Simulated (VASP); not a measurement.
A run of VASP 6.6.1 is set up as follows.

Contents of INCAR:

```
SYSTEM = Li
PREC = Accurate ; ENCUT = 600
EDIFF = 1E-7 ; ISMEAR = -1
SIGMA = 0.05 ; LREAL = .FALSE.
LASPH = .TRUE. ; NELM = 60
ALGO = Normal ; ISIF = 3
LWAVE = .FALSE. ; LCHARG = .FALSE.
GGA = PS ; IBRION = 2
NSW = 100 ; EDIFFG = -0.005
```

Contents of KPOINTS:

```
regular mesh
0
G
  9 9 9
  0 0 0
```

Contents of POSCAR:

```
Li
1.0
    0.0000000000      2.2020000000      2.2020000000
    2.2020000000      0.0000000000      2.2020000000
    2.2020000000      2.2020000000      0.0000000000
Li
1
Direct
    0.0000000000      0.0000000000      0.0000000000
```

Potentials or basis: VASP PAW PBE potentials, release 64 (Li_sv).

Command:

```bash
$ cat potpaw_PBE.64/Li_sv/POTCAR > POTCAR
$ mpirun -np 1 vasp_std > vasp.out
```

**Question.** Estimate the relaxed cell.

**Answer.** a = 3.043 Å, b = 3.043 Å, c = 3.043 Å, α = 60.00°, β = 60.00°, γ = 60.00°.

**Question.** What does it give for the relaxed volume?

**Answer.** 19.93 Å³/atom.

**Question.** Estimate the space group after relaxing (to 0.05 Å).

**Answer.** Fm-3m (No. 225).

Step by step:
```
step  energy change (eV)  largest force (eV/Å)  pressure (GPa)  volume (Å³)
   1              0.0000                0.0000           -0.81        21.35
   2             -0.0015                0.0000           -0.64        21.02
   3             -0.0037                0.0000           -0.08        20.06
   4             -0.0037                0.0000            0.00        19.93
```

Caveat: the cutoff is under 1.25 times the usual one of these potentials, so pressure, stress and relaxed cells hold a basis-set (Pulay) error; the PAW data sets were made with another functional, which shifts forces and pressure a little.
